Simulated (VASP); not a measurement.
A run of VASP 6.6.1 is set up as follows.

The input INCAR:

```
PREC     = Accurate       # precision mode
ENCUT    = 520            # plane-wave cutoff, eV
EDIFF    = 1E-6           # SCF threshold, eV
ISMEAR   = -1             # smearing method
SIGMA    = 0.1            # smearing width, eV
LREAL    = F              # projectors in reciprocal space
LASPH    = T              # aspherical terms in the spheres
NELM     = 100            # most SCF steps
ALGO     = Normal         # electronic algorithm
ISIF     = 2              # what is computed and relaxed
LWAVE    = F              # write WAVECAR
LCHARG   = F              # write CHGCAR
GGA      = PE             # functional
NBANDS   = 9              # bands
```

Contents of KPOINTS:

```
regular mesh
0
Gamma
  17 17 17
```

POSCAR

```
S
1.0
    0.0000000000      1.9126529596      1.9126529596
    1.9126529596      0.0000000000      1.9126529596
    1.9126529596      1.9126529596      0.0000000000
S
1
Direct
    0.0000000000      0.0000000000      0.0000000000
```

Potentials or basis: VASP PAW PBE potentials, release 64 (S).

Command:

```bash
$ cat potpaw_PBE.64/S/POTCAR > POTCAR
$ mpirun -np 1 vasp_std > vasp.out
```

(1) What does it give for the pressure?

(2) Predict the band gap on the k mesh.

Answers

(1) 12.7 GPa.

(2) zero (band 3 reaches 13.25 eV, above the bottom of band 4 at 6.41 eV).
